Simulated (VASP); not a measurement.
# Al2Cu (P1) in VASP: further runs

Al2Cu is run at these levels: r2SCAN; tasks: single point.

Everything below comes from runs of VASP 6.6.1. Logs are shortened: lines on timing, memory, paths and dates and some standing lists are left out, and cuts for length are marked.

## (1) The cell of the first run

The typed cell holds 3 atoms: a = 4.087 Å, b = 4.103 Å, c = 2.909 Å, α = 89.50°, β = 90.28°, γ = 89.96°.

## (2) Single point, r2SCAN

POSCAR

```
Al2Cu
1.0
    4.0866984621      0.0013549814     -0.0100177851
    0.0013549814      4.1025583957      0.0178365925
   -0.0070556074      0.0125624568      2.9085422956
Al Cu
2 1
Direct
    0.4687560276      0.0117958310      0.4766540501
    0.0213922591      0.5074259987      0.4270045301
    0.0251393845      0.0352885078      0.0181625366
```

INCAR.step1

```
SYSTEM = Al2Cu
  PREC = Accurate
  ENCUT = 520
  ISMEAR = 0
  SIGMA = 0.1
  LREAL = .FALSE.
  LASPH = .TRUE.
  NELM = 60
  NBANDS = 16
  GGA = PE
  ALGO = Normal
  EDIFF = 1E-4
  LWAVE = .TRUE.
  LCHARG = .FALSE.
```

INCAR.step2

```
SYSTEM = Al2Cu
  PREC = Accurate
  ENCUT = 520
  EDIFF = 1E-6
  ISMEAR = 0
  SIGMA = 0.1
  LREAL = .FALSE.
  LASPH = .TRUE.
  NELM = 60
  ALGO = Normal
  ISIF = 2
  LWAVE = .FALSE.
  LCHARG = .FALSE.
  METAGGA = R2SCAN
  LMIXTAU = .TRUE.
  NBANDS = 16
  ISTART = 1
```

KPOINTS

```
Automatic mesh
0
G
  2 2 4
  0 0 0
```

Potentials or basis: VASP PAW PBE potentials, release 64 (Al, Cu).

Run with:

```bash
$ cat potpaw_PBE.64/Al/POTCAR potpaw_PBE.64/Cu/POTCAR > POTCAR
$ cp INCAR.step1 INCAR
$ mpirun -np 1 vasp_std > vasp.out
$ cp INCAR.step2 INCAR
$ mpirun -np 1 vasp_std > vasp.out
```

OUTCAR:

```text
SYSTEM = Al2Cu
   PREC = Accurate
   ENCUT = 520
   EDIFF = 1E-6
   ISMEAR = 0
   LREAL = .FALSE.
   LASPH = .TRUE.
   NELM = 60
   ISIF = 2
   METAGGA = R2SCAN
   ISTART = 1

 ion  position               nearest neighbor table
   1  0.469  0.012  0.477-   3 2.25   3 2.41   3 2.64   2 2.74   3 2.76   2 2.77   2 3.04   2 3.07

   2  0.021  0.507  0.427-   3 2.28   3 2.46   3 2.58   1 2.74   1 2.77   3 2.78   1 3.04   1 3.07

   3  0.025  0.035  0.018-   1 2.25   2 2.28   1 2.41   2 2.46   2 2.58   1 2.64   1 2.76   2 2.78

  LATTYP: Found a triclinic cell.
 ALAT       =     2.9085779828
 B/A-ratio  =     1.7360885874
 C/A-ratio  =     1.4050546312
 COS(alpha) =     0.0022793445
 COS(beta)  =     0.0048756307
 COS(gamma) =     0.5830481950

  Lattice vectors:

 A1 = (  -0.0070556074,   0.0125624568,   2.9085422956)
 A2 = (  -0.0057006260,   4.1151208525,   2.9263788881)
 A3 = (  -4.0866984621,  -0.0013549814,   0.0100177851)

Analysis of symmetry for initial positions (statically):
=====================================================================
 Subroutine PRICEL returns:
 Original cell was already a primitive cell.

 Routine SETGRP: Setting up the symmetry group for a
 triclinic supercell.

 Subroutine GETGRP returns: Found  1 space group operations
 (whereof  1 operations were pure point group operations)
 out of a pool of  2 trial point group operations.

The static configuration has the point symmetry C_1 .

Analysis of symmetry for dynamics (positions and initial velocities):
=====================================================================
 Subroutine PRICEL returns:
 Original cell was already a primitive cell.

 Routine SETGRP: Setting up the symmetry group for a
 triclinic supercell.

 Subroutine GETGRP returns: Found  1 space group operations
 (whereof  1 operations were pure point group operations)
 out of a pool of  2 trial point group operations.

The dynamic configuration has the point symmetry C_1 .

 Subroutine INISYM returns: Found  1 space group operations
 (whereof  1 operations are pure point group operations),
 and found     1 'primitive' translations

----------------------------------------------------------------------------------------

                                     Primitive cell
[... 76 lines left out ...]
   LSORBIT =      F    spin-orbit coupling
   LASPH  =      T    aspherical Exc in radial PAW
   ENCUT  =  520.0 eV  38.22 Ry    6.18 a.u.   7.60  7.63  5.41*2*pi/ulx,y,z
   NELM   =     60;   NELMIN=  2; NELMDL=  0     # of ELM steps
   EDIFF  = 0.1E-05   stopping-criterion for ELM
   LREAL  =      F    real-space projection
   EDIFFG = 0.1E-04   stopping-criterion for IOM
   NSW    =      0    number of steps for IOM
   IBRION =     -1    ionic relax: 0-MD 1-quasi-New 2-CG
   NFREE  =      0    steps in history (QN), initial steepest desc. (CG)
   ISIF   =      2    stress and relaxation
   ISYM   =      2    0-nonsym 1-usesym 2-fastsym
   POTIM  = 0.5000    time-step for ionic-motion
   TEBEG  =    0.0;   TEEND  =   0.0 temperature during run
   PSTRESS=    0.0 pullay stress
   NELECT =      17.0000    total number of electrons
   NUPDOWN=      -1.0000    fix difference up-down
   EMIN   =  10.00;   EMAX   =-10.00  energy-range for DOS
   EFERMI =   0.00;   METHOD = LEGACY
   ISMEAR =     0;   SIGMA  =   0.10  broadening in eV -4-tet -1-fermi 0-gaus
   EFERMI_NEDOS =   21; number of points for ismear=-14 and -15
   IALGO  =     38    algorithm
   IMIX   =      4    mixing-type and parameters
     AMIX     =   0.40;   BMIX     =  1.00
     AMIX_MAG =   1.60;   BMIX_MAG =  1.00
  volume/ion in A,a.u.               =      16.25       109.69
  Fermi-wavevector in a.u.,A,eV,Ry     =   1.152198  2.177339 18.062556  1.327560
  Thomas-Fermi vector in A             =   2.288851
   LORBIT       =      0    0 simple, 1 ext, 2 COOP (PROOUT), +10 PAW based schemes
   METAGGA = R2SCAN    functional components
   LHFCALC =     F    Hartree Fock is set to
   AEXX    =    0.0000 exact exchange contribution
   IVDW    =     0    specifies the selected vdW correction
   LEPSILON=     F    determine dielectric tensor
   LRPA    =     F    only Hartree local field effects (RPA)
 non-spin polarized calculation
 Gauss-broadening in eV      SIGMA  =   0.10
  energy-cutoff  :      520.00
  volume of cell :       48.76
 maximum number of plane-waves:      1322
   NGX = 15   NGY = 15   NGZ = 11

 number of electron      17.0000009 magnetization

 Free energy of the ion-electron system (eV)
  ---------------------------------------------------
  ext. energy  EPLUGINS =         0.00000000
  ---------------------------------------------------
  free energy    TOTEN  =       -23.47526442 eV

  energy without entropy =      -23.46818450  energy(sigma->0) =      -23.47172446

 E-fermi :   7.4387     XC(G=0): -11.0595

 val. band max:        7.1824947431   @ k =   0.0000   0.0000   0.0000
 cond. band min:       7.4387328667   @ k =   0.5000   0.0000   0.2500
 fundamental gap:      0.2562381237
 Fermi energy:         7.4386932949

 k-point     1 :       0.0000    0.0000    0.0000
  band No.  band energies     occupation
      1      -4.0198      2.00000
      2       1.4289      2.00000
      3       1.8876      2.00000
      4       2.5030      2.00000
      5       2.7128      2.00000
      6       2.7555      2.00000
[... 205 lines left out ...]
      3       2.4427      2.00000
      4       2.5355      2.00000
      5       2.8134      2.00000
      6       3.4948      2.00000
[... 8 lines left out ...]
     15      21.2355      0.00000
     16      21.5900      0.00000

------------------------ aborting loop because EDIFF is reached ----------------------------------------

  FORCE on cell =-STRESS in cart. coord.  units (eV):
  Direction    XX          YY          ZZ          XY          YZ          ZX
  --------------------------------------------------------------------------------------
  -------------------------------------------------------------------------------------
  Total        0.4917897      1.6067461      2.7967003     -0.1810436      0.4747106      0.8708074
  in kB       16.1583873     52.7917279     91.8892170     -5.9484232     15.5972322     28.6115066
  external PRESSURE =      53.6131107 kB  Pullay stress =       0.0000000 kB

 VOLUME and BASIS-vectors are now :
 -----------------------------------------------------------------------------
  energy-cutoff  :      520.00
  volume of cell :       48.76
      direct lattice vectors                 reciprocal lattice vectors
     4.086698462  0.001354981 -0.010017785     0.244697785 -0.000083400  0.000593954
     0.001354981  4.102558396  0.017836593    -0.000083400  0.243754945 -0.001053019
    -0.007055607  0.012562457  2.908542296     0.000843315 -0.001495111  0.343823342

 POSITION                                       TOTAL-FORCE (eV/Angst)
 -----------------------------------------------------------------------------------
      1.91232      0.05502      1.38188         2.301154     -0.139119      0.578642
      0.08510      2.08714      1.25080        -0.613673      0.983519      0.822680
      0.10266      0.14504      0.05320        -1.687481     -0.844400     -1.401322
 -----------------------------------------------------------------------------------
    total drift:                                0.006425      0.004749      0.000510

  FREE ENERGIE OF THE ION-ELECTRON SYSTEM (eV)
  ---------------------------------------------------
  free  energy   TOTEN  =       -23.4752644248 eV

  energy  without entropy=      -23.4681845005  energy(sigma->0) =      -23.47172446
```

OUTCAR.step1:

```text
SYSTEM = Al2Cu
   PREC = Accurate
   ENCUT = 520
   ISMEAR = 0
   LREAL = .FALSE.
   LASPH = .TRUE.
[... 444 lines left out ...]
      1.91232      0.05502      1.38188         2.344118     -0.159365      0.584933
      0.08510      2.08714      1.25080        -0.604792      1.006027      0.824026
      0.10266      0.14504      0.05320        -1.739327     -0.846662     -1.408959
 -----------------------------------------------------------------------------------
    total drift:                                0.000911      0.001500      0.000580

  FREE ENERGIE OF THE ION-ELECTRON SYSTEM (eV)
  ---------------------------------------------------
  free  energy   TOTEN  =       -10.4026048655 eV

  energy  without entropy=      -10.3954014695  energy(sigma->0) =      -10.39900317
```

It took 58 s on 1 thread of Intel Xeon 8259CL, shared host; peak memory 0.17 GiB.

Results:

```yaml
Free_energy: -23.4753 eV
Pressure: 5.4 GPa
Largest_force: 2.377 eV/Å
```

Forces on the atoms (eV/Å):
```
Al   2.301 -0.139  0.579
Al  -0.614  0.984  0.823
Cu  -1.687 -0.844 -1.401
```

Caveat: the k points lie up to 0.77 Å⁻¹ apart; the PAW data sets were made with another functional, which shifts forces and pressure a little.

## (3) Single point, r2SCAN

POSCAR is that of step 2.

INCAR.step1

```
SYSTEM = Al2Cu
PREC = Accurate
ENCUT = 520
ISMEAR = 0
SIGMA = 0.1
LREAL = .FALSE.
LASPH = .TRUE.
NELM = 100
NBANDS = 16
GGA = PE
ALGO = Normal
EDIFF = 1E-4
LWAVE = .TRUE.
LCHARG = .FALSE.
```

INCAR.step2

```
SYSTEM = Al2Cu
PREC = Accurate
ENCUT = 520
EDIFF = 1E-6
ISMEAR = 0
SIGMA = 0.1
LREAL = .FALSE.
LASPH = .TRUE.
NELM = 100
ALGO = Normal
ISIF = 2
LWAVE = .FALSE.
LCHARG = .FALSE.
METAGGA = R2SCAN
LMIXTAU = .TRUE.
NBANDS = 16
ISTART = 1
```

KPOINTS

```
regular mesh
0
G
  4 4 4
  0 0 0
```

Potentials or basis: VASP PAW PBE potentials, release 64 (Al, Cu).

Run with:

```bash
$ cat potpaw_PBE.64/Al/POTCAR potpaw_PBE.64/Cu/POTCAR > POTCAR
$ cp INCAR.step1 INCAR
$ mpirun -np 1 vasp_std > vasp.out
$ cp INCAR.step2 INCAR
$ mpirun -np 1 vasp_std > vasp.out
```

OUTCAR:

```text
SYSTEM = Al2Cu
   PREC = Accurate
   ENCUT = 520
   EDIFF = 1E-6
   ISMEAR = 0
   LREAL = .FALSE.
   LASPH = .TRUE.
   NELM = 100
   ISIF = 2
   METAGGA = R2SCAN
   ISTART = 1

 ion  position               nearest neighbor table
   1  0.469  0.012  0.477-   3 2.25   3 2.41   3 2.64   2 2.74   3 2.76   2 2.77   2 3.04   2 3.07

   2  0.021  0.507  0.427-   3 2.28   3 2.46   3 2.58   1 2.74   1 2.77   3 2.78   1 3.04   1 3.07

   3  0.025  0.035  0.018-   1 2.25   2 2.28   1 2.41   2 2.46   2 2.58   1 2.64   1 2.76   2 2.78

  LATTYP: Found a triclinic cell.
[... 649 lines left out ...]
     15      16.3405      0.00000
     16      16.8367      0.00000

 [... further k-points ...]
[... 5 lines left out ...]
  --------------------------------------------------------------------------------------
  -------------------------------------------------------------------------------------
  Total        1.7639171      1.8385425     -0.6816642     -0.2447968      0.4656875      0.8769703
  in kB       57.9557833     60.4076988    -22.3969602     -8.0431157     15.3007675     28.8139981
  external PRESSURE =      31.9888406 kB  Pullay stress =       0.0000000 kB

 VOLUME and BASIS-vectors are now :
 -----------------------------------------------------------------------------
  energy-cutoff  :      520.00
  volume of cell :       48.76
      direct lattice vectors                 reciprocal lattice vectors
     4.086698462  0.001354981 -0.010017785     0.244697785 -0.000083400  0.000593954
     0.001354981  4.102558396  0.017836593    -0.000083400  0.243754945 -0.001053019
    -0.007055607  0.012562457  2.908542296     0.000843315 -0.001495111  0.343823342

 POSITION                                       TOTAL-FORCE (eV/Angst)
 -----------------------------------------------------------------------------------
      1.91232      0.05502      1.38188         2.375032     -0.140617      0.493132
      0.08510      2.08714      1.25080        -0.645017      0.958622      0.792032
      0.10266      0.14504      0.05320        -1.730015     -0.818005     -1.285163
 -----------------------------------------------------------------------------------
    total drift:                                0.010659      0.007595      0.005050

  FREE ENERGIE OF THE ION-ELECTRON SYSTEM (eV)
  ---------------------------------------------------
  free  energy   TOTEN  =       -23.7808599286 eV

  energy  without entropy=      -23.7764073171  energy(sigma->0) =      -23.77863362
```

OUTCAR.step1:

```text
SYSTEM = Al2Cu
   PREC = Accurate
   ENCUT = 520
   ISMEAR = 0
   LREAL = .FALSE.
   LASPH = .TRUE.
[... 687 lines left out ...]
      1.91232      0.05502      1.38188         2.422229     -0.160034      0.504301
      0.08510      2.08714      1.25080        -0.639202      0.984574      0.783086
      0.10266      0.14504      0.05320        -1.783027     -0.824540     -1.287387
 -----------------------------------------------------------------------------------
    total drift:                               -0.000765      0.000664     -0.000238

  FREE ENERGIE OF THE ION-ELECTRON SYSTEM (eV)
  ---------------------------------------------------
  free  energy   TOTEN  =       -10.6777158136 eV

  energy  without entropy=      -10.6740333848  energy(sigma->0) =      -10.67587460
```

OSZICAR.step1:

```text
N       E                     dE             d eps       ncg     rms          rms(c)
DAV:   1     0.608200015544E+02    0.60820E+02   -0.65580E+03  1152   0.117E+03
DAV:   2    -0.101635238576E+02   -0.70984E+02   -0.63420E+02  1240   0.202E+02
DAV:   3    -0.127722379861E+02   -0.26087E+01   -0.25640E+01  1504   0.426E+01
DAV:   4    -0.128316295449E+02   -0.59392E-01   -0.59363E-01  1448   0.553E+00
DAV:   5    -0.128346211299E+02   -0.29916E-02   -0.29915E-02  1744   0.138E+00    0.137E+01
DAV:   6    -0.143200925174E+02   -0.14855E+01   -0.35702E+01  1344   0.199E+02    0.110E+01
DAV:   7    -0.107934334210E+02    0.35267E+01   -0.91449E+00  1440   0.814E+01    0.197E+00
DAV:   8    -0.107388362876E+02    0.54597E-01   -0.12403E+00  1696   0.313E+01    0.210E+00
DAV:   9    -0.106771169372E+02    0.61719E-01   -0.24694E-01  1432   0.157E+01    0.237E-01
DAV:  10    -0.106785990270E+02   -0.14821E-02   -0.15747E-02  1824   0.321E+00    0.233E-01
DAV:  11    -0.106777089579E+02    0.89007E-03   -0.33290E-03  1560   0.189E+00    0.369E-02
DAV:  12    -0.106777158136E+02   -0.68557E-05   -0.15477E-04   936   0.273E-01
   1 F= -.10677716E+02 E0= -.10675875E+02  d E =-.368243E-02
```

Wall time 1.8 min (1 thread of Intel Xeon 8259CL, shared host); peak memory 0.18 GiB.

Results:

```yaml
Free_energy: -23.7809 eV
Pressure: 3.2 GPa
Largest_force: 2.430 eV/Å
```

Forces on the atoms (eV/Å):
```
Al   2.375 -0.141  0.493
Al  -0.645  0.959  0.792
Cu  -1.730 -0.818 -1.285
```

Caveat: the k points lie up to 0.54 Å⁻¹ apart; the PAW data sets were made with another functional, which shifts forces and pressure a little.

[end of part 1 of 3]
